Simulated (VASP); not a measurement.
# C (P1) in VASP: single point with PBE+D3(BJ)

Aim: the single point of C with PBE+D3(BJ).

All numbers are computed with VASP 6.6.1; they aren't measurements. Logs are shortened: lines on timing, memory, paths and dates and some standing lists are left out, and cuts for length are marked.

## (1) The cell of the first run

The typed cell holds 12 atoms: a = 2.465 Å, b = 2.465 Å, c = 20.606 Å, α = 90.00°, β = 90.00°, γ = 120.00°.

## (2) Single point, PBE+D3(BJ) (atom 1 (C) moved -0.050 Å towards its neighbour atom 1 (C) at 2.465 Å)

Input file INCAR:

```
PREC     = Accurate       # precision mode
ENCUT    = 520            # plane-wave cutoff, eV
EDIFF    = 1E-7           # SCF threshold, eV
ISMEAR   = 0              # smearing method
SIGMA    = 0.15           # smearing width, eV
LREAL    = F              # projectors in reciprocal space
LASPH    = T              # aspherical terms in the spheres
NELM     = 100            # most SCF steps
ALGO     = Normal         # electronic algorithm
ISIF     = 2              # what is computed and relaxed
LWAVE    = F              # write WAVECAR
LCHARG   = F              # write CHGCAR
GGA      = PE             # functional
IVDW     = 12             # dispersion correction
NBANDS   = 36             # bands
```

Input file KPOINTS:

```
regular mesh
0
Gamma
  18 18 2
```

Input file POSCAR:

```
C
1.0
    2.4648840281      0.0000000000      0.0000000000
   -1.2324420141      2.1346521857      0.0000000000
    0.0000000000      0.0000000000     20.6060947640
C
12
Direct
    0.6869515967      0.3536182633      0.9519899901
    0.6666666667      0.3333333333      0.4520101828
    0.6666666667      0.3333333333      0.7793231472
    0.6666666667      0.3333333333      0.2793433400
    0.0000000000      0.0000000000      0.6156666650
    0.3333333333      0.6666666667      0.2793231472
    0.0000000000      0.0000000000      0.1156666650
    0.6666666667      0.3333333333      0.6156666650
    0.3333333333      0.6666666667      0.7793433400
    0.3333333333      0.6666666667      0.1156666650
    0.3333333333      0.6666666667      0.4519899901
    0.3333333333      0.6666666667      0.9520101828
```

Potentials or basis: VASP PAW PBE potentials, release 64 (C).

The run is started by

```bash
$ cat potpaw_PBE.64/C/POTCAR > POTCAR
$ mpirun -np 1 vasp_std > vasp.out
```

OUTCAR:

```text
PREC = Accurate
   ENCUT = 520
   EDIFF = 1E-7
   ISMEAR = 0
   LREAL = F
   LASPH = T
   NELM = 100
   ISIF = 2
   GGA = PE
   IVDW = 12
 IVDW          = 12

 ion  position               nearest neighbor table
   1  0.687  0.354  0.952-  12 1.38  12 1.42  12 1.47
   2  0.667  0.333  0.452-  11 1.42  11 1.42  11 1.42
   3  0.667  0.333  0.779-   9 1.42   9 1.42   9 1.42
   4  0.667  0.333  0.279-   6 1.42   6 1.42   6 1.42
   5  0.000  0.000  0.616-   8 1.42   8 1.42   8 1.42
   6  0.333  0.667  0.279-   4 1.42   4 1.42   4 1.42
   7  0.000  0.000  0.116-  10 1.42  10 1.42  10 1.42
   8  0.667  0.333  0.616-   5 1.42   5 1.42   5 1.42
   9  0.333  0.667  0.779-   3 1.42   3 1.42   3 1.42
  10  0.333  0.667  0.116-   7 1.42   7 1.42   7 1.42
  11  0.333  0.667  0.452-   2 1.42   2 1.42   2 1.42
  12  0.333  0.667  0.952-   1 1.38   1 1.42   1 1.47

  LATTYP: Found a hexagonal cell.
 ALAT       =     2.4648840281
 C/A-ratio  =     8.3598638026

  Lattice vectors:

 A1 = (   2.4648840281,   0.0000000000,   0.0000000000)
 A2 = (  -1.2324420141,   2.1346521857,   0.0000000000)
 A3 = (   0.0000000000,   0.0000000000,  20.6060947640)

Analysis of symmetry for initial positions (statically):
=====================================================================
 Subroutine PRICEL returns:
 Original cell was already a primitive cell.

 Routine SETGRP: Setting up the symmetry group for a
 hexagonal supercell.

 Subroutine GETGRP returns: Found  1 space group operations
 (whereof  1 operations were pure point group operations)
 out of a pool of 24 trial point group operations.

The static configuration has the point symmetry C_1 .

Analysis of symmetry for dynamics (positions and initial velocities):
=====================================================================
 Subroutine PRICEL returns:
 Original cell was already a primitive cell.

 Routine SETGRP: Setting up the symmetry group for a
 hexagonal supercell.

 Subroutine GETGRP returns: Found  1 space group operations
 (whereof  1 operations were pure point group operations)
 out of a pool of 24 trial point group operations.

The dynamic configuration has the point symmetry C_1 .

 Subroutine INISYM returns: Found  1 space group operations
 (whereof  1 operations are pure point group operations),
 and found     1 'primitive' translations

----------------------------------------------------------------------------------------

                                     Primitive cell

  volume of cell :     108.4225

  direct lattice vectors                    reciprocal lattice vectors
     2.464884028  0.000000000  0.000000000     0.405698600  0.234230196  0.000000000
    -1.232442014  2.134652186  0.000000000     0.000000000  0.468460392  0.000000000
     0.000000000  0.000000000 20.606094764     0.000000000  0.000000000  0.048529331

  length of vectors
     2.464884028  2.464884028 20.606094764     0.468460392  0.468460392  0.048529331

  position of ions in fractional coordinates (direct lattice)
     0.686951597  0.353618263  0.951989990
     0.666666667  0.333333333  0.452010183
     0.666666667  0.333333333  0.779323147
     0.666666667  0.333333333  0.279343340
     0.000000000  0.000000000  0.615666665
     0.333333333  0.666666667  0.279323147
     0.000000000  0.000000000  0.115666665
     0.666666667  0.333333333  0.615666665
     0.333333333  0.666666667  0.779343340
     0.333333333  0.666666667  0.115666665
     0.333333333  0.666666667  0.451989990
     0.333333333  0.666666667  0.952010183

  ion indices of the primitive-cell ions
   primitive index   ion index
                 1           1
                 2           2
                 3           3
                 4           4
                 5           5
                 6           6
                 7           7
                 8           8
                 9           9
                10          10
                11          11
                12          12

----------------------------------------------------------------------------------------

 KPOINTS: regular mesh

Automatic generation of k-mesh.
 Grid dimensions read from file:
 generate k-points for:   18   18    2

 Generating k-lattice:

  Cartesian coordinates                     Fractional coordinates (reciprocal lattice)
     0.022538811  0.013012789  0.000000000     0.055555556  0.000000000  0.000000000
     0.000000000  0.026025577  0.000000000     0.000000000  0.055555556  0.000000000
     0.000000000  0.000000000  0.024264666     0.000000000  0.000000000  0.500000000

  Length of vectors
     0.026025577  0.026025577  0.024264666

  Shift w.r.t. Gamma in fractional coordinates (k-lattice)
     0.000000000  0.000000000  0.000000000

 Subroutine IBZKPT returns following result:
 ===========================================

 Found    328 irreducible k-points:

 Following reciprocal coordinates:
            Coordinates               Weight
  0.000000  0.000000  0.000000      1.000000
  0.055556 -0.000000  0.000000      2.000000
  0.000000  0.055556  0.000000      2.000000
 -0.055556  0.055556  0.000000      2.000000
  0.111111 -0.000000  0.000000      2.000000
  0.000000  0.111111  0.000000      2.000000
[... 16 lines left out ...]
  0.444444  0.000000  0.000000      2.000000
  0.000000  0.444444  0.000000      2.000000
 [... further k-points ...]
   k-points           NKPTS =    328   k-points in BZ     NKDIM =    328   number of bands    NBANDS=     36
   number of dos      NEDOS =    301   number of ions     NIONS =     12
   total plane-waves  NPLWV =  51840
   dimension x,y,z NGX =    18 NGY =   18 NGZ =  160
   dimension x,y,z NGXF=    36 NGYF=   36 NGZF=  320
   ions per type =              12
   NGX,Y,Z   is equivalent  to a cutoff of  12.14, 12.14, 12.91 a.u.
   NGXF,Y,Z  is equivalent  to a cutoff of  24.28, 24.28, 25.82 a.u.
 SYSTEM =  unknown system
   PREC   = accura    normal or accurate (medium, high low for compatibility)
   ISTART =      0    job   : 0-new  1-cont  2-samecut
   ICHARG =      2    charge: 1-file 2-atom 10-const
   ISPIN  =      1    spin polarized calculation?
   LNONCOLLINEAR =      F non collinear calculations
   LSORBIT =      F    spin-orbit coupling
   LASPH  =      T    aspherical Exc in radial PAW
   ENCUT  =  520.0 eV  38.22 Ry    6.18 a.u.   4.58  4.58 38.31*2*pi/ulx,y,z
   NELM   =    100;   NELMIN=  2; NELMDL= -5     # of ELM steps
   EDIFF  = 0.1E-06   stopping-criterion for ELM
   LREAL  =      F    real-space projection
   EDIFFG = 0.1E-05   stopping-criterion for IOM
   NSW    =      0    number of steps for IOM
   IBRION =     -1    ionic relax: 0-MD 1-quasi-New 2-CG
   NFREE  =      0    steps in history (QN), initial steepest desc. (CG)
   ISIF   =      2    stress and relaxation
   ISYM   =      2    0-nonsym 1-usesym 2-fastsym
   POTIM  = 0.5000    time-step for ionic-motion
   TEBEG  =    0.0;   TEEND  =   0.0 temperature during run
   PSTRESS=    0.0 pullay stress
   NELECT =      48.0000    total number of electrons
   NUPDOWN=      -1.0000    fix difference up-down
   EMIN   =  10.00;   EMAX   =-10.00  energy-range for DOS
   EFERMI =   0.00;   METHOD = LEGACY
   ISMEAR =     0;   SIGMA  =   0.15  broadening in eV -4-tet -1-fermi 0-gaus
   EFERMI_NEDOS =   21; number of points for ismear=-14 and -15
   IALGO  =     38    algorithm
   IMIX   =      4    mixing-type and parameters
     AMIX     =   0.40;   BMIX     =  1.00
     AMIX_MAG =   1.60;   BMIX_MAG =  1.00
  volume/ion in A,a.u.               =       9.04        60.97
  Fermi-wavevector in a.u.,A,eV,Ry     =   1.247715  2.357840 21.181459  1.556793
  Thomas-Fermi vector in A             =   2.381835
   LORBIT       =      0    0 simple, 1 ext, 2 COOP (PROOUT), +10 PAW based schemes
   GGA     = PE    functional components
   LHFCALC =     F    Hartree Fock is set to
   AEXX    =    0.0000 exact exchange contribution
   IVDW    =    12    specifies the selected vdW correction
   LEPSILON=     F    determine dielectric tensor
   LRPA    =     F    only Hartree local field effects (RPA)
 non-spin polarized calculation
 Gauss-broadening in eV      SIGMA  =   0.15
  energy-cutoff  :      520.00
  volume of cell :      108.42
 maximum number of plane-waves:      2962
   NGX =  9   NGY =  9   NGZ = 77

 number of electron      47.9999986 magnetization

 Free energy of the ion-electron system (eV)
  ---------------------------------------------------
  ext. energy  EPLUGINS =         0.00000000
  ---------------------------------------------------
  free energy    TOTEN  =      -110.48386328 eV

  energy without entropy =     -110.48152328  energy(sigma->0) =     -110.48269328

 E-fermi :   4.4767     XC(G=0): -10.1556

 val. band max:        4.4745571666   @ k =   0.3333   0.3333   0.0000
 cond. band min:       4.4815502600   @ k =   0.3333   0.3333   0.5000
 fundamental gap:      0.0069930935
 Fermi energy:         4.4766700187

 k-point     1 :       0.0000    0.0000    0.0000
  band No.  band energies     occupation
      1     -15.1557      2.00000
      2     -15.1104      2.00000
      3     -15.0783      2.00000
      4     -14.9843      2.00000
      5     -14.9484      2.00000
      6     -14.8994      2.00000
[... 28 lines left out ...]
     35      12.8362      0.00000
     36      12.8377      0.00000

 k-point     2 :       0.0556   -0.0000    0.0000
  band No.  band energies     occupation
      1     -15.0821      2.00000
      2     -15.0370      2.00000
      3     -15.0052      2.00000
      4     -14.9116      2.00000
      5     -14.8758      2.00000
      6     -14.8270      2.00000
[... 28 lines left out ...]
     35      13.1306      0.00000
     36      13.1539      0.00000
[... 817 lines left out ...]
     35      12.0379      0.00000
     36      12.1190      0.00000

 k-point    24 :       0.0000    0.4444    0.0000
  band No.  band energies     occupation
      1     -10.6374      2.00000
      2     -10.5982      2.00000
      3     -10.5813      2.00000
      4     -10.5131      2.00000
      5     -10.4826      2.00000
      6     -10.4488      2.00000
[... 28 lines left out ...]
     35      12.0141      0.00000
     36      12.0743      0.00000

 [... further k-points ...]

------------------------ aborting loop because EDIFF is reached ----------------------------------------

 Edisp (eV)   -1.82535

 E8    (eV) :    -0.5157

  FORCE on cell =-STRESS in cart. coord.  units (eV):
  Direction    XX          YY          ZZ          XY          YZ          ZX
  --------------------------------------------------------------------------------------
  -------------------------------------------------------------------------------------
  Total       1.16444     0.14623    -0.05797     0.32714     0.00608     0.00468
  in kB      17.20717     2.16087    -0.85668     4.83426     0.08979     0.06915
  external pressure =        6.17 kB  Pullay stress =        0.00 kB

 VOLUME and BASIS-vectors are now :
 -----------------------------------------------------------------------------
  energy-cutoff  :      520.00
  volume of cell :      108.42
      direct lattice vectors                 reciprocal lattice vectors
     2.464884028  0.000000000  0.000000000     0.405698600  0.234230196  0.000000000
    -1.232442014  2.134652186  0.000000000     0.000000000  0.468460392  0.000000000
     0.000000000  0.000000000 20.606094764     0.000000000  0.000000000  0.048529331

 POSITION                                       TOTAL-FORCE (eV/Angst)
 -----------------------------------------------------------------------------------
      1.25744      0.75485     19.61680        -1.487281     -2.253567      0.000234
      1.23244      0.71155      9.31416         0.000013      0.000019     -0.000568
      1.23244      0.71155     16.05881        -0.011325     -0.017336     -0.000775
      1.23244      0.71155      5.75618         0.000108      0.000159      0.000399
      0.00000      0.00000     12.68649         0.000158      0.000194     -0.000074
     -0.00000      1.42310      5.75576        -0.000093     -0.000138     -0.000551
      0.00000      0.00000      2.38344        -0.001975     -0.001665     -0.000217
      1.23244      0.71155     12.68649        -0.000094     -0.000127      0.000735
     -0.00000      1.42310     16.05922         0.010800      0.016484     -0.000213
     -0.00000      1.42310      2.38344         0.002737      0.002390      0.001508
     -0.00000      1.42310      9.31375         0.000010      0.000018      0.000134
     -0.00000      1.42310     19.61721         1.486941      2.253569     -0.000611
 -----------------------------------------------------------------------------------
    total drift:                               -0.000129     -0.000195     -0.000037

  FREE ENERGIE OF THE ION-ELECTRON SYSTEM (eV)
  ---------------------------------------------------
  free  energy   TOTEN  =      -112.3092171665 eV

  energy  without entropy=     -112.3068771654  energy(sigma->0) =     -112.30804717
```

Run time: 12 min. Hardware: 1 thread of AMD EPYC 9R45 (Zen 5), shared host; peak memory 0.79 GiB.

Results:

```
Free energy                : -112.3092 eV
Pressure                   : 0.6 GPa
Largest force              : 2.700 eV/Å
Band gap on the k mesh     : zero (filled and empty bands touch)
Dispersion energy per atom : -0.152 eV
```

Forces in eV/Å, atoms in the order of the input:
```
C   -1.487 -2.254  0.000
C    0.000  0.000 -0.001
C   -0.011 -0.017 -0.001
C    0.000  0.000  0.000
C    0.000  0.000  0.000
C    0.000  0.000 -0.001
C   -0.002 -0.002  0.000
C    0.000  0.000  0.001
C    0.011  0.016  0.000
C    0.003  0.002  0.002
C    0.000  0.000  0.000
C    1.487  2.254 -0.001
```

Stress tensor (GPa, compression positive):
```
 1.72  0.48  0.01
 0.48  0.22  0.01
 0.01  0.01 -0.09
```

Levels at points of the mesh, in eV from the Fermi level:
| k point | band 20 | band 21 | band 22 | band 23 | band 24 | band 25 | band 26 | band 27 | band 28 | band 29 |
| --- | --- | --- | --- | --- | --- | --- | --- | --- | --- | --- |
| (0.00, 0.00, 0.00) | -3.00 | -3.00 | -3.00 | -3.00 | -2.24 | 4.10 | 5.15 | 5.44 | 7.37 | 7.85 |
| (0.50, 0.00, 0.00) | -2.57 | -2.49 | -2.23 | -2.05 | -1.85 | 1.05 | 1.33 | 1.59 | 1.83 | 1.92 |
| (0.00, 0.50, 0.00) | -2.67 | -2.55 | -2.26 | -2.16 | -2.01 | 1.33 | 1.47 | 1.63 | 1.89 | 2.10 |
| (0.50, 0.50, 0.00) | -2.61 | -2.54 | -2.24 | -2.10 | -1.98 | 1.32 | 1.35 | 1.61 | 1.88 | 2.00 |
| (0.00, 0.00, 0.50) | -3.00 | -3.00 | -3.00 | -3.00 | -2.24 | 4.41 | 4.41 | 6.57 | 6.58 | 7.37 |
| (0.50, 0.00, 0.50) | -2.64 | -2.38 | -2.31 | -2.02 | -1.86 | 1.04 | 1.33 | 1.65 | 1.72 | 2.01 |
| (0.00, 0.50, 0.50) | -2.72 | -2.44 | -2.37 | -2.10 | -2.02 | 1.33 | 1.45 | 1.71 | 1.79 | 2.15 |
| (0.50, 0.50, 0.50) | -2.72 | -2.38 | -2.38 | -2.03 | -2.02 | 1.33 | 1.34 | 1.71 | 1.72 | 2.15 |

Caveat: the cell differs from its parent crystal (atom 1 (C) moved -0.050 Å towards its neighbour atom 1 (C) at 2.465 Å); forces of over 1 eV/Å act on the atoms, so gaps and moduli don't describe the material at rest.
